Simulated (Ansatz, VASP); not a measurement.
**Two plane-wave programs on Sc**

Contents of INCAR:

```
ALGO     = Fast           # electronic algorithm
EDIFF    = 1E-6           # SCF threshold, eV
ENCUT    = 520            # plane-wave cutoff, eV
GGA      = PS             # functional
ISIF     = 2              # what is computed and relaxed
ISMEAR   = 0              # smearing method
LASPH    = T              # aspherical terms in the spheres
LCHARG   = F              # write CHGCAR
LREAL    = F              # projectors in reciprocal space
LWAVE    = F              # write WAVECAR
NBANDS   = 12             # bands
NELM     = 80             # most SCF steps
PREC     = Accurate       # precision mode
SIGMA    = 0.15           # smearing width, eV
```

KPOINTS

```
k-points
0
Gamma
  18 18 18
```

File POSCAR:

```
Sc
1.0
    0.0000000000      2.3386150000      2.3045575000
    2.3386150000      0.0000000000      2.3045575000
    2.3386150000      2.3386150000      0.0000000000
Sc
1
Direct
    0.0000000000      0.0000000000      0.0000000000
```

Input for Ansatz:

```yaml
crystal:
  lattice:
    - [0.0, 2.338615, 2.3045575]
    - [2.338615, 0.0, 2.3045575]
    - [2.338615, 2.338615, 0.0]
  atoms:
    - { symbol: Sc, position: [0.0, 0.0, 0.0] }
basis:
  ecutwfc: 420
kpoints:
  mp_grid: { grid: [18, 18, 18] }
hamiltonian:
  xc: pbesol
scf:
  occupations: { method: gaussian, width: 0.15 }
output:
  forces: true
  stress: true
  eigenvalues: true
```

Change from the starting cell: strain +0.030 along x and y, +0.015 along z, atoms carried along.

Alike in both runs: task single point; functional PBEsol; k mesh 18 × 18 × 18; occupations gaussian, width 0.15 eV; no spin polarisation.

|  | VASP | Ansatz |
| --- | --- | --- |
| version | VASP 6.6.1 | Ansatz 0.2.0 |
| potentials or method | VASP PAW PBE potentials, release 64 (Sc_sv), cutoff 520 eV | scalar-relativistic, plane waves, PAW |
| valence electrons in the cell | 11 | 11 |

|  | VASP | Ansatz | Ansatz less VASP |
| --- | --- | --- | --- |
| gap on the k mesh at the Fermi level (eV) | none | none | - |
| pressure (GPa) | -3.2 | -3.2 | +0.08 |
| traceless stress, the component that is largest in VASP (GPa) | 0.27 | 0.26 | -0.001 |

VASP's potentials were made for PBE, not for PBEsol. A gap of «none» marks a metal or a gap that the smearing closes. With one functional, cell and mesh, what is left measures potentials, basis and numerics.
